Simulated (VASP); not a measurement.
Write the native input for VASP 6.6.1 that does the following.

```
Task                   : single point
Functional             : PBEsol
Potentials or basis    : VASP PAW PBE potentials, release 64 (Ni, Al)
Cutoff                 : 520 eV
k mesh                 : 8 × 8 × 7
Occupations            : fermi-dirac, width 0.05 eV
Spin                   : collinear spin, ferromagnetic start
Starting moments       : [2.0, 0.0] μB
Fixed moment           : 2 μB
Dipole correction      : no
Further INCAR settings : ALGO = Normal; EDIFF = 1e-06; NBANDS = 18
```

The structure of AlNi lies in POSCAR:

```
AlNi
1.0
    1.9386940000     -1.9531901500      0.0000000000
    1.9386940000      1.9531901500      0.0000000000
    0.0000000000      0.0000000000      3.0994300413
Ni Al
1 1
Direct
    0.5000000000      0.5000000000      0.5000000000
    0.0000000000      0.0000000000      0.0000000000
```

One way to write it, as run:

INCAR

```
PREC = Accurate
ENCUT = 520
EDIFF = 1E-6
ISMEAR = -1
SIGMA = 0.05
LREAL = F
LASPH = T
NELM = 150
ALGO = Normal
ISIF = 2
LWAVE = F
LCHARG = T
ISPIN = 2
MAGMOM = 2 0
LORBIT = 11
NUPDOWN = 2.0
LMAXMIX = 4
GGA = PS
LELF = T
LVHAR = T
NBANDS = 18
```

KPOINTS

```
regular mesh
0
Gamma
  8 8 7
```

Potentials or basis: VASP PAW PBE potentials, release 64 (Ni, Al).

The run is started by

```console
$ cat potpaw_PBE.64/Ni/POTCAR potpaw_PBE.64/Al/POTCAR > POTCAR
$ mpirun -np 1 vasp_std > vasp.out
```

Results of the run:

The pressure is 19.6 GPa. The net moment is 2.00 μB per cell and the site moments are Ni +1.38; Al +0.15 μB. The valence electrons inside the program's atomic spheres are Ni 9.41; Al 0.83.

Caveat: the cell stands under pressure; the PAW data sets were made with another functional, which shifts forces and pressure a little; the total moment is fixed, so each spin has its own Fermi level.

Run time: 62 s on 1 thread of Intel Xeon 8259CL, with other jobs on the host, peak memory 0.17 GiB.
